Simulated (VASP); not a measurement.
Sc2GaP3:

```
Sc Ga P
1.0
     4.21967    0.00000    0.00000
    -2.10983    3.65434    0.00000
     0.00000    0.00000    8.28874
Sc Ga P
2 1 3
Direct
  0.33333 0.66667 0.24782
  0.33333 0.66667 0.75218
  0.66667 0.33333 0.00000
  0.66667 0.33333 0.50000
  0.00000 0.00000 0.00000
  0.00000 0.00000 0.50000
```

The cell was generated, and may not be a known phase.

| Item | Value |
| --- | --- |
| Program | VASP 6.6.1 |
| Task | relaxation of cell and atoms |
| Functional | PBE |
| Potentials or basis | VASP PAW PBE potentials, release 64 (Sc_sv, Ga_d, P) |
| Cutoff | 600 eV |
| k mesh | 6 × 6 × 2 |
| Occupations | gaussian, width 0.1 eV |
| Spin | no spin polarisation |

At the start: pressure -9.7 GPa; volume 21.30 Å³/atom.

Where does the relaxation end?

Over 17 steps the energy falls by 209.0 meV/atom and the volume is 17.73 Å³/atom (-16.8 %); space group P-6m2 (No. 187, to 0.1 Å) before and after.

Step by step:
| step | energy change (eV) | largest force (eV/Å) | pressure (GPa) | volume (Å³) |
| --- | --- | --- | --- | --- |
| 1 | 0.0000 | 0.5434 | -9.74 | 127.81 |
| 2 | -1.0479 | 0.5892 | 0.30 | 105.21 |
| 3 | -1.0580 | 0.5733 | 1.59 | 103.45 |
| 4 | -1.1760 | 0.3555 | 0.69 | 103.87 |
| 5 | -1.1951 | 0.2768 | 0.68 | 103.99 |
| 6 | -1.1937 | 0.2167 | 0.16 | 104.16 |
| 7 | -1.2052 | 0.2481 | 0.51 | 104.07 |
| 8 | -1.2054 | 0.2417 | 0.45 | 104.09 |
| 9 | -1.2054 | 0.2453 | 0.47 | 104.08 |
| 10 | -1.2138 | 0.2395 | -0.13 | 104.98 |
| 11 | -1.2190 | 0.2402 | -1.00 | 106.34 |
| 12 | -1.2240 | 0.2360 | -0.87 | 106.24 |
| 13 | -1.2372 | 0.2018 | -0.53 | 105.95 |
| 14 | -1.2506 | 0.0613 | 0.37 | 105.38 |
| 15 | -1.2509 | 0.0328 | 0.57 | 105.27 |
| 16 | -1.2535 | 0.0148 | 0.19 | 105.97 |
| 17 | -1.2540 | 0.0038 | -0.02 | 106.37 |

Final structure:
```xyz
6
Lattice="4.1299 0.0000 0.0000 -2.0650 3.5766 0.0000 0.0000 0.0000 7.2008" Properties=species:S:1:pos:R:3 pbc="T T T"
Sc    0.0000    2.3844    2.0326
Sc    0.0000    2.3844    5.1683
Ga    2.0650    1.1922    0.0000
P     2.0650    1.1922    3.6004
P     0.0000    0.0000    0.0000
P     0.0000    0.0000    3.6004
```

Caveat: the k points lie up to 0.44 Å⁻¹ apart in the final cell, too coarse for converged energies and pressures of a metal; the volume moved by over 15 % at a fixed basis, so the end points are rough.
